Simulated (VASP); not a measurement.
Input of a VASP 6.6.1 run:

The input INCAR:

```
SYSTEM = NbTe2
ALGO = Normal ; EDIFF = 1E-6
ENCUT = 520 ; ISIF = 2
ISMEAR = 0 ; ISPIN = 2
LASPH = .True. ; LCHARG = .False.
LMAXMIX = 4 ; LORBIT = 11
LREAL = .False. ; LWAVE = .False.
MAGMOM = 0 0 0 ; NBANDS = 24
NELM = 150 ; NUPDOWN = 0.0
PREC = Accurate ; SIGMA = 0.05
```

KPOINTS

```
k-points
0
Gamma
  5 5 5
  0 0 0
```

File POSCAR:

```
NbTe2
1.0
    0.0000000000      3.4153846100      3.4153846100
    3.4153846100      0.0000000000      3.4153846100
    3.4153846100      3.4153846100      0.0000000000
Nb Te
1 2
Direct
    0.0000000000      0.0000000000      0.0000000000
    0.2500000000      0.2500000000      0.2500000000
    0.7500000000      0.7500000000      0.7500000000
```

Potentials or basis: VASP PAW LDA potentials, release 64 (Nb_sv, Te).

Run with:

```console
$ cat potpaw_LDA.64/Nb_sv/POTCAR potpaw_LDA.64/Te/POTCAR > POTCAR
$ mpirun -np 1 vasp_std > vasp.out
```

Q: Predict the pressure.

A: -4.8 GPa.

Caveat: the total moment is fixed, so each spin has its own Fermi level.
